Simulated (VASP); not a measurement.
Here is a VASP 6.6.1 calculation.

File INCAR:

```
SYSTEM = Cu
ALGO     = Normal         ! electronic algorithm
EDIFF    = 1E-8           ! SCF threshold, eV
ENCUT    = 520            ! plane-wave cutoff, eV
GGA      = PE             ! functional
ISIF     = 2              ! what is computed and relaxed
ISMEAR   = -1             ! smearing method
LASPH    = .TRUE.         ! aspherical terms in the spheres
LCHARG   = .FALSE.        ! write CHGCAR
LEFG     = .TRUE.       
LREAL    = .FALSE.        ! projectors in reciprocal space
LWAVE    = .FALSE.        ! write WAVECAR
NBANDS   = 12             ! bands
NELM     = 80             ! most SCF steps
PREC     = Accurate       ! precision mode
SIGMA    = 0.08           ! smearing width, eV
```

KPOINTS

```
k-points
0
G
  19 19 19
  0 0 0
```

POSCAR

```
Cu
1.0
    0.0000000000      1.7706018915      1.7706018915
    1.7706018915      0.0000000000      1.7706018915
    1.7706018915      1.7706018915      0.0000000000
Cu
1
Direct
    0.0000000000      0.0000000000      0.0000000000
```

Potentials or basis: VASP PAW PBE potentials, release 64 (Cu).

Launch:

```console
$ cat potpaw_PBE.64/Cu/POTCAR > POTCAR
$ mpirun -np 1 vasp_std > vasp.out
```

Question: Predict the pressure.

Answer: 13.0 GPa.

Caveat: without QUAD_EFG the Cq values of the log hold for a quadrupole moment of 1 mb, not for the nuclei.
